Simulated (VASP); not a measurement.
# GaP (F-43m) in VASP: a series of runs, part 2 of 2

VASP 6.6.1.

## Step 4: Relaxation of cell and atoms, PBE, target pressure 2 GPa, at which the enthalpy is minimised

Contents of INCAR:

```
PREC = Accurate ; ENCUT = 600
EDIFF = 1E-6 ; ISMEAR = 0
SIGMA = 0.01 ; LREAL = False
LASPH = True ; NELM = 60
ALGO = Normal ; ISIF = 3
LWAVE = False ; LCHARG = False
GGA = PE ; IBRION = 2
NSW = 80 ; EDIFFG = -0.01
PSTRESS = 20.0
```

Contents of KPOINTS:

```
regular mesh
0
Gamma
  6 6 6
```

Contents of POSCAR:

```
GaP
1.0
    0.0000000000      2.7252500000      2.7252500000
    2.7252500000      0.0000000000      2.7252500000
    2.7252500000      2.7252500000      0.0000000000
Ga P
1 1
Direct
    0.0000000000      0.0000000000      0.0000000000
    0.2500000000      0.2500000000      0.2500000000
```

On the command line:

```bash
cat potpaw_PBE.64/Ga_d/POTCAR potpaw_PBE.64/P/POTCAR > POTCAR
mpirun -np 1 vasp_std > vasp.out
```

It took 26 s on 1 thread of Intel Xeon Platinum 8375C at 2.90GHz (Ice Lake), shared host; peak memory 0.19 GiB.

The run converged. Its results:

| Property | Result |
| --- | --- |
| Free energy | -9.1055 eV |
| Relaxed volume | 20.36 Å³/atom |
| Relaxed cell | a = 3.861 Å, b = 3.861 Å, c = 3.861 Å, α = 60.00°, β = 60.00°, γ = 60.00° |
| Space group after relaxing (to 0.05 Å) | F-43m (No. 216) |
| Energy change on relaxing (the enthalpy is what falls) | -1.6 meV/atom |
| Ionic steps | 3 |
| Pressure after relaxing | 2.0 GPa |
| Band gap on the k mesh | 1.65 eV, indirect (least direct gap 1.78 eV) |

Step by step:
```tsv
step	energy change (eV)	largest force (eV/Å)	pressure (GPa)	volume (Å³)
1	0.0000	0.0000	2.44	40.48
2	-0.0044	0.0000	1.71	40.81
3	-0.0032	0.0000	2.01	40.71
```

Final structure:
```
Ga P
1.0
     0.00000    2.73041    2.73041
     2.73041    0.00000    2.73041
     2.73041    2.73041    0.00000
Ga P
1 1
Direct
  0.00000 0.00000 0.00000
  0.25000 0.25000 0.25000
```

Levels at points of the mesh, in eV from the valence-band top:
```
           k point  band 6  band 7  band 8  band 9  band 10  band 11  band 12  band 13
(0.00, 0.00, 0.00)  -12.45    0.00    0.00    0.00     1.78     3.89     3.89     3.89
(0.50, 0.00, 0.00)  -10.40   -6.60   -1.11   -1.11     1.65     4.72     4.72     8.27
(0.50, 0.50, 0.00)   -9.51   -6.73   -2.66   -2.66     1.66     1.82    10.55    10.55
```

Caveat: the cell is relaxed towards a set pressure, so the enthalpy falls and the energy may rise. PBE gaps usually lie below the measured ones, often by a third to a half.

## Step 5: Relaxation of cell and atoms, PBE, target pressure 5 GPa, at which the enthalpy is minimised

Contents of INCAR:

```
SYSTEM = GaP
PREC     = Accurate       ! precision mode
ENCUT    = 600            ! plane-wave cutoff, eV
EDIFF    = 1E-7           ! SCF threshold, eV
ISMEAR   = 0              ! smearing method
SIGMA    = 0.01           ! smearing width, eV
LREAL    = .False.        ! projectors in reciprocal space
LASPH    = .True.         ! aspherical terms in the spheres
NELM     = 60             ! most SCF steps
ALGO     = Normal         ! electronic algorithm
ISIF     = 3              ! what is computed and relaxed
LWAVE    = .False.        ! write WAVECAR
LCHARG   = .False.        ! write CHGCAR
GGA      = PE             ! functional
IBRION   = 2              ! ionic algorithm
NSW      = 80             ! ionic steps
EDIFFG   = -0.01          ! ionic threshold
PSTRESS  = 50.0
```

Contents of KPOINTS:

```
Automatic mesh
0
Gamma
  6 6 6
  0 0 0
```

POSCAR is that of step 4.

On the command line:

```bash
cat potpaw_PBE.64/Ga_d/POTCAR potpaw_PBE.64/P/POTCAR > POTCAR
mpirun -np 1 vasp_std > vasp.out
```

Run time: 41 s. Hardware: 1 thread of Intel Xeon Platinum 8375C at 2.90GHz (Ice Lake), shared host; peak memory 0.18 GiB.

Results (log left out):

```yaml
Free_energy: -9.0773 eV
Relaxed_volume: 19.70 Å³/atom
Relaxed_cell: a = 3.820 Å, b = 3.820 Å, c = 3.820 Å, α = 60.00°, β = 60.00°, γ = 60.00°
Space_group_after_relaxing_to_0.05_Å: F-43m (No. 216)
Energy_change_on_relaxing_the_enthalpy_is_what_falls: +12.5 meV/atom
Ionic_steps: 3
Pressure_after_relaxing: 5.0 GPa
Band_gap_on_the_k_mesh: 1.59 eV, indirect (least direct gap 2.05 eV)
```

The path:
```
step  energy change (eV)  largest force (eV/Å)  pressure (GPa)  volume (Å³)
   1              0.0000                0.0000            2.49        40.48
   2              0.0529                0.0000            6.95        38.65
   3              0.0250                0.0000            5.00        39.40
```

Final structure:
```
Ga P
1.0
     0.00000    2.70080    2.70080
     2.70080    0.00000    2.70080
     2.70080    2.70080    0.00000
Ga P
1 1
Cartesian
  0.0000 0.0000 0.0000
  1.3504 1.3504 1.3504
```

Levels at points of the mesh, in eV from the valence-band top:
| k point | band 5 | band 6 | band 7 | band 8 | band 9 | band 10 | band 11 | band 12 | band 13 |
| --- | --- | --- | --- | --- | --- | --- | --- | --- | --- |
| (0.00, 0.00, 0.00) | -14.50 | -12.70 | 0.00 | 0.00 | 0.00 | 2.05 | 3.88 | 3.88 | 3.88 |
| (0.50, 0.00, 0.00) | -14.49 | -10.54 | -6.79 | -1.16 | -1.16 | 1.75 | 4.71 | 4.71 | 8.33 |
| (0.50, 0.50, 0.00) | -14.48 | -9.61 | -6.89 | -2.78 | -2.78 | 1.59 | 1.79 | 10.80 | 10.80 |

Caveat: the cell is relaxed towards a set pressure, so the enthalpy falls and the energy may rise. A k mesh can miss the band edges.

## Step 6: Relaxation of cell and atoms, PBE, target pressure 10 GPa, at which the enthalpy is minimised

Contents of INCAR:

```
ALGO = Normal
EDIFF = 1E-6
EDIFFG = -0.01
ENCUT = 600
GGA = PE
IBRION = 2
ISIF = 3
ISMEAR = 0
LASPH = T
LCHARG = F
LREAL = F
LWAVE = F
NELM = 60
NSW = 80
PREC = Accurate
PSTRESS = 100.0
SIGMA = 0.01
```

Contents of KPOINTS:

```
k-points
0
Gamma
  6 6 6
```

POSCAR is that of step 5.

Potentials or basis: VASP PAW PBE potentials, release 64 (Ga_d, P).

On the command line:

```bash
cat potpaw_PBE.64/Ga_d/POTCAR potpaw_PBE.64/P/POTCAR > POTCAR
mpirun -np 1 vasp_std > vasp.out
```

It took 56 s on 1 thread of Intel Xeon Platinum 8375C at 2.90GHz (Ice Lake), shared host; peak memory 0.19 GiB.

The run converged. Its results:

```
Free energy                                            : -8.9952 eV
Relaxed volume                                         : 18.81 Å³/atom
Relaxed cell                                           : a = 3.761 Å, b = 3.761 Å, c = 3.761 Å, α = 60.00°, β = 60.00°, γ = 60.00°
Space group after relaxing (to 0.05 Å)                 : F-43m (No. 216)
Energy change on relaxing (the enthalpy is what falls) : +53.6 meV/atom
Ionic steps                                            : 6
Pressure after relaxing                                : 10.1 GPa
Band gap on the k mesh                                 : 1.49 eV, indirect (least direct gap 2.44 eV)
```

Step by step:
```tsv
step	energy change (eV)	largest force (eV/Å)	pressure (GPa)	volume (Å³)
1	0.0000	0.0000	2.44	40.48
2	0.3296	0.0000	19.23	35.14
3	0.1050	0.0000	9.88	37.66
4	0.1085	0.0000	10.12	37.60
5	0.1041	0.0000	9.84	37.67
6	0.1071	0.0000	10.05	37.62
```

Final structure:
```
Ga P
1.0
     0.00000    2.65954    2.65954
     2.65954    0.00000    2.65954
     2.65954    2.65954    0.00000
Ga P
1 1
Direct
  0.00000 0.00000 0.00000
  0.25000 0.25000 0.25000
```

Levels at points of the mesh, in eV from the valence-band top:
```tsv
k point	band 5	band 6	band 7	band 8	band 9	band 10	band 11	band 12	band 13
(0.00, 0.00, 0.00)	-14.58	-13.07	0.00	0.00	0.00	2.44	3.86	3.86	3.86
(0.50, 0.00, 0.00)	-14.57	-10.75	-7.08	-1.23	-1.23	1.89	4.69	4.69	8.40
(0.50, 0.50, 0.00)	-14.55	-9.75	-7.12	-2.95	-2.95	1.49	1.73	11.14	11.14
```

Caveat: the cell is relaxed towards a set pressure, so the enthalpy falls and the energy may rise. A hybrid or GW would open this gap; PBE tends to underestimate it.

## Step 7: Overview

```tsv
cell	gap on the mesh (eV)	pressure (GPa)
relaxed to -2 GPa	1.35	-1.9
relaxed	1.57	0.1
relaxed to 2 GPa	1.65	2.0
relaxed to 5 GPa	1.59	5.0
relaxed to 10 GPa	1.49	10.1
```

Alike in all rows: task relaxation of cell and atoms; level PBE; potentials or basis VASP PAW PBE potentials, release 64 (Ga_d, P); no spin polarisation; k mesh 6 × 6 × 6; cutoff (eV) 600; smearing gaussian 0.01 eV.

Caveats: the cell is relaxed towards a set pressure, so the enthalpy falls and the energy may rise (some runs).

Total energies depend on the potentials used, so only differences within one code and one set of settings carry meaning.
